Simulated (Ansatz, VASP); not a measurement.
# TiS2 in VASP and in Ansatz

INCAR

```
SYSTEM = TiS2
  PREC = Accurate
  ENCUT = 400
  EDIFF = 1E-6
  ISMEAR = 0
  SIGMA = 0.1
  LREAL = .FALSE.
  LASPH = .TRUE.
  NELM = 120
  ALGO = Normal
  ISIF = 2
  LWAVE = .FALSE.
  LCHARG = .FALSE.
  LDIPOL = .TRUE.
  IDIPOL = 3
  DIPOL = 0.5 0.5 0.500
  GGA = PE
  IVDW = 12
  NBANDS = 19
  GGA_COMPAT = .FALSE.
  NELMDL = -8
```

KPOINTS

```
Automatic mesh
0
G
  6 6 1
  0 0 0
```

POSCAR

```
TiS2
1.0
    3.3605463332      0.0000000000      0.0000000000
   -1.6802731666      2.9103184952      0.0000000000
    0.0000000000      0.0000000000     31.7115601241
S Ti
2 1
Direct
    0.6666666667      0.3333333333      0.4549725707
    0.3333333333      0.6666666667      0.5450274293
    0.0000000000      0.0000000000      0.5000000000
```

Input for Ansatz:

```yaml
crystal:
  lattice:
    - [3.3605463332, 0.0, 0.0]
    - [-1.6802731666, 2.9103184952, 0.0]
    - [0.0, 0.0, 31.7115601241]
  atoms:
    - { symbol: S, position: [0.6666666667, 0.3333333333, 0.4549725707] }
    - { symbol: Ti, position: [0.0, 0.0, 0.5] }
    - { symbol: S, position: [0.3333333333, 0.6666666667, 0.5450274293] }
  periodic: [true, true, false]
basis:
  ecutwfc: 420
kpoints:
  mp_grid: { grid: [6, 6, 1] }
hamiltonian:
  xc: pbe
  dispersion: d3bj
scf:
  occupations: { method: gaussian, width: 0.1 }
output:
  forces: true
  stress: true
  eigenvalues: true
```

Alike in both runs: task single point; functional PBE; dispersion D3(BJ); k mesh 6 × 6 × 1; occupations gaussian, width 0.1 eV; no spin polarisation.

|  | VASP | Ansatz |
| --- | --- | --- |
| version | VASP 6.6.1 | Ansatz 0.2.0 |
| potentials or method | VASP PAW PBE potentials, release 64 (S, Ti_sv), cutoff 400 eV | scalar-relativistic, plane waves, PAW |
| valence electrons in the cell | 24 | 24 |

|  | VASP | Ansatz | Ansatz less VASP |
| --- | --- | --- | --- |
| gap on the k mesh at the Fermi level (eV) | none | none | - |
| rms of the force components (eV/Å) | 0.082 | 0.074 | -0.0080 |

A gap of «none» marks a metal or a gap that the smearing closes.
